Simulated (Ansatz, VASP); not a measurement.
**One calculation of CdTe, two programs**

```xyz
2
Lattice="0.0000 3.2050 3.2050 3.2050 0.0000 3.2050 3.2050 3.2050 0.0000" Properties=species:S:1:pos:R:3 pbc="T T T"
Cd    0.0000    0.0000    0.0000
Te    1.6025    1.6025    1.6025
```

Alike in both runs: task single point; functional PBE; k mesh 6 × 6 × 6; occupations gaussian, width 0.05 eV; non-collinear spin, spin-orbit coupling.

|  | VASP | Ansatz |
| --- | --- | --- |
| version | VASP 6.6.1 | Ansatz 0.2.0 |
| potentials or method | VASP PAW PBE potentials, release 64 (Cd, Te), cutoff 520 eV | plane waves, PAW |
| valence electrons in the cell | 18 | 36 |

|  | VASP | Ansatz | Ansatz less VASP |
| --- | --- | --- | --- |
| pressure (GPa) | 4.4 | 4.3 | -0.18 |
| net moment per atom (μB) | 0.00 | 0.00 | 0.000 |

With one functional, cell and mesh, what is left measures potentials, basis and numerics. VASP's potentials hold 18 valence electrons a cell and Ansatz's 36, so a difference there can come from the potentials and not from the codes.
